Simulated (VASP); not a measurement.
# HgH2 (P4/nmm) in VASP: a series of runs

HgH2 is run at these levels: PBE; tasks: single point, relaxation of cell and atoms.

Everything below comes from runs of VASP 6.6.1. Logs are shortened: lines on timing, memory, paths and dates and some standing lists are left out, and cuts for length are marked.

## 1. The cell of the first run

It takes space group P4/nmm (No. 129, tetragonal). Conventional cell: a = 3.758 Å, b = 3.758 Å, c = 7.044 Å, α = 90.00°, β = 90.00°, γ = 90.00°. Within 2.2 Å of Hg (site symmetry 4mm) lie 5 H at 1.65 to 2.18 Å. H (site symmetry -4m2) has 4 Hg at 2.18 Å and 4 H at 2.66 Å within 2.9 Å. H (site symmetry 4mm) has 1 Hg at 1.65 Å within 2.2 Å.

## 2. Single point, PBE

Input file INCAR:

```
SYSTEM = HgH2
ALGO = Normal
EDIFF = 1E-6
ENCUT = 500
GGA = PE
GGA_COMPAT = .False.
ISIF = 2
ISMEAR = 0
LASPH = .True.
LCHARG = .False.
LREAL = .False.
LWAVE = .False.
NBANDS = 31
NELM = 120
PREC = Accurate
SIGMA = 0.1
```

Input file KPOINTS:

```
k-points
0
Gamma
  6 6 4
  0 0 0
```

Input file POSCAR:

```
HgH2
1.0
    3.7584911600      0.0000000000      0.0000000000
    0.0000000000      3.7584911600      0.0000000000
    0.0000000000      0.0000000000      7.0436517508
Hg H
2 4
Direct
    0.0000000000      0.5000000000      0.8421581712
    0.5000000000      0.0000000000      0.1578418288
    0.0000000000      0.0000000000      0.0000000000
    0.5000000000      0.5000000000      0.0000000000
    0.0000000000      0.5000000000      0.6076598599
    0.5000000000      0.0000000000      0.3923401401
```

Potentials or basis: VASP PAW PBE potentials, release 64 (Hg_sv_GW, H).

Command:

```
$ cat potpaw_PBE.64/Hg_sv_GW/POTCAR potpaw_PBE.64/H/POTCAR > POTCAR
$ mpirun -np 1 vasp_std > vasp.out
```

OUTCAR:

```text
SYSTEM = HgH2
   EDIFF = 1E-6
   ENCUT = 500
   GGA = PE
   ISIF = 2
   ISMEAR = 0
   LASPH = .True.
   LREAL = .False.
   NELM = 120
   PREC = Accurate

 ion  position               nearest neighbor table
   1  0.000  0.500  0.842-   5 1.65
   2  0.500  0.000  0.158-   6 1.65
   3  0.000  0.000  0.000-
   4  0.500  0.500  0.000-
   5  0.000  0.500  0.608-   1 1.65
   6  0.500  0.000  0.392-   2 1.65

  LATTYP: Found a simple tetragonal cell.
 ALAT       =     3.7584911600
 C/A-ratio  =     1.8740636737

  Lattice vectors:

 A1 = (   3.7584911600,   0.0000000000,   0.0000000000)
 A2 = (   0.0000000000,   3.7584911600,   0.0000000000)
 A3 = (   0.0000000000,   0.0000000000,   7.0436517508)

Analysis of symmetry for initial positions (statically):
=====================================================================
 Subroutine PRICEL returns:
 Original cell was already a primitive cell.

 Routine SETGRP: Setting up the symmetry group for a
 simple tetragonal supercell.

 Subroutine GETGRP returns: Found 16 space group operations
 (whereof  8 operations were pure point group operations)
 out of a pool of 16 trial point group operations.

The static configuration has the point symmetry D_2d.
 The point group associated with its full space group is D_4h.

Analysis of symmetry for dynamics (positions and initial velocities):
=====================================================================
 Subroutine PRICEL returns:
 Original cell was already a primitive cell.

 Routine SETGRP: Setting up the symmetry group for a
 simple tetragonal supercell.

 Subroutine GETGRP returns: Found 16 space group operations
 (whereof  8 operations were pure point group operations)
 out of a pool of 16 trial point group operations.

The dynamic configuration has the point symmetry D_2d.
 The point group associated with its full space group is D_4h.

 Subroutine INISYM returns: Found 16 space group operations
 (whereof  8 operations are pure point group operations),
 and found     1 'primitive' translations

----------------------------------------------------------------------------------------

                                     Primitive cell

  volume of cell :      99.5004

  direct lattice vectors                    reciprocal lattice vectors
     3.758491160  0.000000000  0.000000000     0.266064215  0.000000000  0.000000000
     0.000000000  3.758491160  0.000000000     0.000000000  0.266064215  0.000000000
     0.000000000  0.000000000  7.043651751     0.000000000  0.000000000  0.141971812

  length of vectors
     3.758491160  3.758491160  7.043651751     0.266064215  0.266064215  0.141971812

  position of ions in fractional coordinates (direct lattice)
     0.000000000  0.500000000  0.842158171
     0.500000000  0.000000000  0.157841829
     0.000000000  0.000000000  0.000000000
     0.500000000  0.500000000  0.000000000
     0.000000000  0.500000000  0.607659860
     0.500000000  0.000000000  0.392340140

  ion indices of the primitive-cell ions
   primitive index   ion index
                 1           1
                 2           2
                 3           3
                 4           4
                 5           5
                 6           6

----------------------------------------------------------------------------------------

 KPOINTS: k-points

Automatic generation of k-mesh.
 Grid dimensions read from file:
 generate k-points for:    6    6    4

 Generating k-lattice:

  Cartesian coordinates                     Fractional coordinates (reciprocal lattice)
     0.044344036  0.000000000  0.000000000     0.166666667  0.000000000  0.000000000
     0.000000000  0.044344036  0.000000000     0.000000000  0.166666667  0.000000000
     0.000000000  0.000000000  0.035492953     0.000000000  0.000000000  0.250000000

  Length of vectors
     0.044344036  0.044344036  0.035492953

  Shift w.r.t. Gamma in fractional coordinates (k-lattice)
     0.000000000  0.000000000  0.000000000

 Subroutine IBZKPT returns following result:
 ===========================================

 Found     30 irreducible k-points:

 Following reciprocal coordinates:
            Coordinates               Weight
  0.000000  0.000000  0.000000      1.000000
  0.166667  0.000000  0.000000      4.000000
  0.333333  0.000000  0.000000      4.000000
  0.500000  0.000000  0.000000      2.000000
  0.166667  0.166667  0.000000      4.000000
  0.333333  0.166667  0.000000      8.000000
[... 16 lines left out ...]
  0.333333  0.000000  0.500000      4.000000
  0.500000  0.000000  0.500000      2.000000
 [... further k-points ...]
   k-points           NKPTS =     30   k-points in BZ     NKDIM =     30   number of bands    NBANDS=     31
   number of dos      NEDOS =    301   number of ions     NIONS =      6
   total plane-waves  NPLWV =  42336
   dimension x,y,z NGX =    28 NGY =   28 NGZ =   54
   dimension x,y,z NGXF=    56 NGYF=   56 NGZF=  108
   ions per type =               2   4
   NGX,Y,Z   is equivalent  to a cutoff of  12.38, 12.38, 12.75 a.u.
   NGXF,Y,Z  is equivalent  to a cutoff of  24.77, 24.77, 25.49 a.u.
 SYSTEM =  HgH2
   PREC   = accura    normal or accurate (medium, high low for compatibility)
   ISTART =      0    job   : 0-new  1-cont  2-samecut
   ICHARG =      2    charge: 1-file 2-atom 10-const
   ISPIN  =      1    spin polarized calculation?
   LNONCOLLINEAR =      F non collinear calculations
   LSORBIT =      F    spin-orbit coupling
   LASPH  =      T    aspherical Exc in radial PAW
   ENCUT  =  500.0 eV  36.75 Ry    6.06 a.u.   6.85  6.85 12.84*2*pi/ulx,y,z
   NELM   =    120;   NELMIN=  2; NELMDL= -5     # of ELM steps
   EDIFF  = 0.1E-05   stopping-criterion for ELM
   LREAL  =      F    real-space projection
   EDIFFG = 0.1E-04   stopping-criterion for IOM
   NSW    =      0    number of steps for IOM
   IBRION =     -1    ionic relax: 0-MD 1-quasi-New 2-CG
   NFREE  =      0    steps in history (QN), initial steepest desc. (CG)
   ISIF   =      2    stress and relaxation
   ISYM   =      2    0-nonsym 1-usesym 2-fastsym
   POTIM  = 0.5000    time-step for ionic-motion
   TEBEG  =    0.0;   TEEND  =   0.0 temperature during run
   PSTRESS=    0.0 pullay stress
   NELECT =      44.0000    total number of electrons
   NUPDOWN=      -1.0000    fix difference up-down
   EMIN   =  10.00;   EMAX   =-10.00  energy-range for DOS
   EFERMI =   0.00;   METHOD = LEGACY
   ISMEAR =     0;   SIGMA  =   0.10  broadening in eV -4-tet -1-fermi 0-gaus
   EFERMI_NEDOS =   21; number of points for ismear=-14 and -15
   IALGO  =     38    algorithm
   IMIX   =      4    mixing-type and parameters
     AMIX     =   0.40;   BMIX     =  1.00
     AMIX_MAG =   1.60;   BMIX_MAG =  1.00
  volume/ion in A,a.u.               =      16.58       111.91
  Fermi-wavevector in a.u.,A,eV,Ry     =   1.247242  2.356946 21.165396  1.555613
  Thomas-Fermi vector in A             =   2.381383
   LORBIT       =      0    0 simple, 1 ext, 2 COOP (PROOUT), +10 PAW based schemes
   GGA     = PE    functional components
   LHFCALC =     F    Hartree Fock is set to
   AEXX    =    0.0000 exact exchange contribution
   IVDW    =     0    specifies the selected vdW correction
   LEPSILON=     F    determine dielectric tensor
   LRPA    =     F    only Hartree local field effects (RPA)
 non-spin polarized calculation
 Gauss-broadening in eV      SIGMA  =   0.10
  energy-cutoff  :      500.00
  volume of cell :       99.50
 maximum number of plane-waves:      2554
 NGX is ok and might be reduce to    28
   NGX = 13   NGY = 13   NGZ = 25

 number of electron      44.0000003 magnetization

 Free energy of the ion-electron system (eV)
  ---------------------------------------------------
  ext. energy  EPLUGINS =         0.00000000
  ---------------------------------------------------
  free energy    TOTEN  =       -10.59285360 eV

  energy without entropy =      -10.58897818  energy(sigma->0) =      -10.59091589

 E-fermi :   1.5865     XC(G=0):  -8.1651

 val. band max:        1.5821985670   @ k =   0.3333   0.3333   0.5000
 cond. band min:       1.6034909631   @ k =   0.5000   0.5000   0.5000
 fundamental gap:      0.0212923961
 Fermi energy:         1.5864537601

 k-point     1 :       0.0000    0.0000    0.0000
  band No.  band energies     occupation
      1    -113.9641      2.00000
      2    -113.9639      2.00000
      3     -62.4197      2.00000
      4     -62.4141      2.00000
      5     -62.2561      2.00000
      6     -62.2561      2.00000
[... 23 lines left out ...]
     30      10.1140      0.00000
     31      12.0516      0.00000

 k-point     2 :       0.1667    0.0000    0.0000
  band No.  band energies     occupation
      1    -113.9641      2.00000
      2    -113.9640      2.00000
      3     -62.4195      2.00000
      4     -62.4148      2.00000
      5     -62.2567      2.00000
      6     -62.2562      2.00000
[... 23 lines left out ...]
     30      10.5734      0.00000
     31      11.1059      0.00000

 k-point     3 :       0.3333    0.0000    0.0000
  band No.  band energies     occupation
      1    -113.9641      2.00000
      2    -113.9640      2.00000
      3     -62.4183      2.00000
      4     -62.4158      2.00000
      5     -62.2568      2.00000
      6     -62.2554      2.00000
[... 23 lines left out ...]
     30      10.4796      0.00000
     31      10.9508      0.00000

 k-point     4 :       0.5000    0.0000    0.0000
  band No.  band energies     occupation
      1    -113.9640      2.00000
      2    -113.9640      2.00000
      3     -62.4169      2.00000
      4     -62.4169      2.00000
      5     -62.2566      2.00000
      6     -62.2566      2.00000
[... 635 lines left out ...]
     30      10.5193      0.00000
     31      11.3705      0.00000

 k-point    23 :       0.3333    0.0000    0.5000
  band No.  band energies     occupation
      1    -113.9641      2.00000
      2    -113.9640      2.00000
      3     -62.4181      2.00000
      4     -62.4156      2.00000
      5     -62.2570      2.00000
      6     -62.2552      2.00000
[... 23 lines left out ...]
     30       9.8644      0.00000
     31      11.2058      0.00000

 k-point    24 :       0.5000    0.0000    0.5000
  band No.  band energies     occupation
      1    -113.9640      2.00000
      2    -113.9640      2.00000
      3     -62.4170      2.00000
      4     -62.4170      2.00000
      5     -62.2568      2.00000
      6     -62.2568      2.00000
[... 23 lines left out ...]
     30       8.7401      0.00000
     31      11.5257      0.00000

 [... further k-points ...]

------------------------ aborting loop because EDIFF is reached ----------------------------------------

  FORCE on cell =-STRESS in cart. coord.  units (eV):
  Direction    XX          YY          ZZ          XY          YZ          ZX
  --------------------------------------------------------------------------------------
  -------------------------------------------------------------------------------------
  Total       -0.4730798     -0.4730798     -0.2909240      0.0000000      0.0000000      0.0000000
  in kB       -7.6176326     -7.6176326     -4.6845217      0.0000000      0.0000000      0.0000000
  external PRESSURE =      -6.6399290 kB  Pullay stress =       0.0000000 kB

 VOLUME and BASIS-vectors are now :
 -----------------------------------------------------------------------------
  energy-cutoff  :      500.00
  volume of cell :       99.50
      direct lattice vectors                 reciprocal lattice vectors
     3.758491160  0.000000000  0.000000000     0.266064215  0.000000000  0.000000000
     0.000000000  3.758491160  0.000000000     0.000000000  0.266064215  0.000000000
     0.000000000  0.000000000  7.043651751     0.000000000  0.000000000  0.141971812

 POSITION                                       TOTAL-FORCE (eV/Angst)
 -----------------------------------------------------------------------------------
      0.00000      1.87925      5.93187         0.000000     -0.000000      0.013822
      1.87925      0.00000      1.11178         0.000000      0.000000     -0.013822
      0.00000      0.00000      0.00000         0.000000     -0.000000     -0.000000
      1.87925      1.87925      0.00000        -0.000000     -0.000000     -0.000000
      0.00000      1.87925      4.28014         0.000000     -0.000000     -0.015685
      1.87925      0.00000      2.76351         0.000000     -0.000000      0.015685
 -----------------------------------------------------------------------------------
    total drift:                                0.000000      0.000000      0.000000

  FREE ENERGIE OF THE ION-ELECTRON SYSTEM (eV)
  ---------------------------------------------------
  free  energy   TOTEN  =       -10.5928536035 eV

  energy  without entropy=      -10.5889781799  energy(sigma->0) =      -10.59091589
```

It took 99 s on 1 thread of Intel Xeon Platinum 8488C (Sapphire Rapids), shared host; peak memory 0.25 GiB.

What came out:

* Free energy: -10.5929 eV
* Pressure: -0.7 GPa
* Largest force: 0.016 eV/Å
* Band gap on the k mesh: zero (bands 22 and 23 overlap by 0.31 eV)

Forces on the atoms (eV/Å):
```
Hg   0.000  0.000  0.014
Hg   0.000  0.000 -0.014
H    0.000  0.000  0.000
H    0.000  0.000  0.000
H    0.000  0.000 -0.016
H    0.000  0.000  0.016
```

Caveat: spin-orbit coupling is left out, which moves the levels of the heavy elements.

## 3. Relaxation of cell and atoms, PBE

This run uses another cell than the first one, of 11.47 Å³/atom.

Input file INCAR:

```
PREC = Accurate
ENCUT = 500
EDIFF = 1E-7
ISMEAR = 0
SIGMA = 0.1
LREAL = F
LASPH = T
NELM = 120
ALGO = Normal
ISIF = 3
LWAVE = F
LCHARG = F
GGA = PE
IBRION = 2
NSW = 90
EDIFFG = -0.04
GGA_COMPAT = F
NELMIN = 4
```

Input file KPOINTS:

```
regular mesh
0
Gamma
  6 6 4
```

Input file POSCAR:

```
HgH2
1.0
    3.5600760377      0.0000000000      0.0000000000
    0.0000000000      3.5600760377      0.0000000000
    0.0000000000      0.0000000000      5.4319697258
Hg H
2 4
Direct
    0.0000000000      0.5000000000      0.7000000000
    0.5000000000      0.0000000000      0.3000000000
    0.0000000000      0.0000000000      0.0000000000
    0.5000000000      0.5000000000      0.0000000000
    0.0000000000      0.5000000000      0.2700000000
    0.5000000000      0.0000000000      0.7300000000
```

Potentials or basis: VASP PAW PBE potentials, release 64 (Hg_sv_GW, H).

Command:

```
$ cat potpaw_PBE.64/Hg_sv_GW/POTCAR potpaw_PBE.64/H/POTCAR > POTCAR
$ mpirun -np 1 vasp_std > vasp.out
```

OUTCAR:

```text
PREC = Accurate
   ENCUT = 500
   EDIFF = 1E-7
   ISMEAR = 0
   LREAL = F
   LASPH = T
   NELM = 120
   ISIF = 3
   GGA = PE
   IBRION = 2
   NSW = 90
   EDIFFG = -0.04
   NELMIN = 4

 ion  position               nearest neighbor table
   1  0.000  0.500  0.700-
   2  0.500  0.000  0.300-
   3  0.000  0.000  0.000-
   4  0.500  0.500  0.000-
   5  0.000  0.500  0.270-
   6  0.500  0.000  0.730-

  LATTYP: Found a simple tetragonal cell.
 ALAT       =     3.5600760377
 C/A-ratio  =     1.5258016032

  Lattice vectors:

 A1 = (   3.5600760377,   0.0000000000,   0.0000000000)
[... 196 lines left out ...]
  -------------------------------------------------------------------------------------
  Total       -1.4722231     -1.4722231     -4.5752519      0.0000000      0.0000000      0.0000000
  in kB      -34.2616548    -34.2616548   -106.4755027      0.0000000      0.0000000      0.0000000
  external PRESSURE =     -58.3329374 kB  Pullay stress =       0.0000000 kB
[... 1512 lines left out ...]
     25      10.1880      0.00000
     26      10.1880      0.00000

 [... further k-points ...]

[... ionic steps 4 to 41 ...]

--------------------------------------- Ionic step       42  -------------------------------------------

 number of electron      44.0000040 magnetization

------------------------ aborting loop because EDIFF is reached ----------------------------------------
[... 75 lines left out ...]
--------------------------------------- Ionic step       44  -------------------------------------------

 number of electron      44.0000035 magnetization

 Free energy of the ion-electron system (eV)
  ---------------------------------------------------
  ext. energy  EPLUGINS =         0.00000000
  ---------------------------------------------------
  free energy    TOTEN  =       -10.34343919 eV

  energy without entropy =      -10.34068168  energy(sigma->0) =      -10.34206043

 E-fermi :   2.5200     XC(G=0):  -9.0224

 val. band max:        2.4870868123   @ k =   0.3333   0.3333   0.5000
 cond. band min:       2.5218923442   @ k =   0.5000   0.5000   0.5000
 fundamental gap:      0.0348055320
 Fermi energy:         2.5199973143
[... 729 lines left out ...]
  FREE ENERGIE OF THE ION-ELECTRON SYSTEM (eV)
  ---------------------------------------------------
  free  energy   TOTEN  =       -10.3434391874 eV

  energy  without entropy=      -10.3406816795  energy(sigma->0) =      -10.34206043

 reached required accuracy - stopping structural energy minimisation
```

It took 40 min on 1 thread of AMD EPYC 7R13 (Zen 3), shared host; peak memory 0.2 GiB.

Results:

- Free energy: -10.3434 eV
- Relaxed volume: 14.23 Å³/atom
- Relaxed cell: a = 3.698 Å, b = 3.698 Å, c = 6.245 Å, α = 90.00°, β = 90.00°, γ = 90.00°
- Space group after relaxing (to 0.1 Å): P4/nmm (No. 129)
- Energy gained by relaxing: 405.3 meV/atom
- Ionic steps: 44
- Pressure after relaxing: -0.2 GPa
- Largest force after relaxing: 0.019 eV/Å
- Band gap on the k mesh: zero (bands 22 and 23 overlap by 0.50 eV)

Forces in eV/Å, atoms in the order of the input:
```
Hg   0.000  0.000  0.019
Hg   0.000  0.000 -0.019
H    0.000  0.000  0.000
H    0.000  0.000  0.000
H    0.000  0.000 -0.002
H    0.000  0.000  0.002
```

The path:
| step | energy change (eV) | largest force (eV/Å) | pressure (GPa) | volume (Å³) |
| --- | --- | --- | --- | --- |
| 1 | 0.0000 | 1.1227 | -5.83 | 68.85 |
| 3 | -0.5278 | 1.2212 | 10.91 | 56.72 |
| 5 | -0.8716 | 0.8512 | 19.27 | 55.56 |
| 7 | -1.8313 | 1.5521 | 5.66 | 66.74 |
| 9 | -2.0815 | 0.4818 | -1.60 | 73.98 |
| 11 | -2.1062 | 0.4529 | -1.19 | 73.47 |
| 13 | -2.1884 | 0.2732 | 2.94 | 69.36 |
| 15 | -2.2264 | 0.1507 | 1.64 | 71.43 |
| 17 | -2.2678 | 0.0648 | -0.04 | 75.54 |
| 19 | -2.2740 | 0.1389 | -0.36 | 76.19 |
| 21 | -2.3148 | 0.1129 | 0.21 | 77.18 |
| 23 | -2.2972 | 1.2633 | 4.67 | 79.79 |
| 25 | -2.3428 | 0.7308 | 3.02 | 79.20 |
| 27 | -2.3556 | 0.6693 | 2.85 | 79.71 |
| 29 | -2.3876 | 0.4970 | 2.39 | 81.63 |
| 31 | -2.3861 | 0.4106 | 2.52 | 84.55 |
| 33 | -2.4154 | 0.2608 | 0.86 | 85.62 |
| 35 | -2.4185 | 0.3539 | 0.12 | 86.14 |
| 37 | -2.4256 | 0.0633 | -0.17 | 86.75 |
| 39 | -2.4263 | 0.0491 | -0.18 | 86.66 |
| 41 | -2.4300 | 0.0491 | -0.31 | 86.10 |
| 43 | -2.4308 | 0.0613 | -0.40 | 85.74 |
| 44 | -2.4315 | 0.0190 | -0.20 | 85.38 |

Final structure:
```
Hg H
1.0
     3.69763    0.00000    0.00000
     0.00000    3.69763    0.00000
     0.00000    0.00000    6.24478
Hg H
2 4
Direct
  0.00000 0.50000 0.82021
  0.50000 0.00000 0.17979
  0.00000 0.00000 0.00000
  0.50000 0.50000 0.00000
  0.00000 0.50000 0.55665
  0.50000 0.00000 0.44335
```

Levels at points of the mesh, in eV from the Fermi level:
| k point | band 20 | band 21 | band 22 | band 23 | band 24 | band 25 |
| --- | --- | --- | --- | --- | --- | --- |
| (0.00, 0.00, 0.00) | -4.64 | -4.02 | 0.47 | 2.50 | 4.39 | 4.39 |
| (0.50, 0.00, 0.00) | -5.39 | -2.60 | -2.60 | 1.49 | 1.49 | 5.14 |
| (0.50, 0.50, 0.00) | -3.50 | -3.44 | -3.44 | 0.21 | 0.21 | 3.77 |
| (0.00, 0.00, 0.50) | -6.29 | -1.48 | 0.47 | 1.81 | 4.14 | 4.80 |
| (0.50, 0.00, 0.50) | -5.14 | -3.49 | -3.49 | 3.32 | 3.32 | 4.59 |
| (0.50, 0.50, 0.50) | -3.53 | -3.28 | -3.28 | 0.00 | 0.00 | 2.64 |

Caveat: the volume moved by over 15 % at a fixed basis, so the end points are rough; spin-orbit coupling is left out, which moves the levels of the heavy elements.
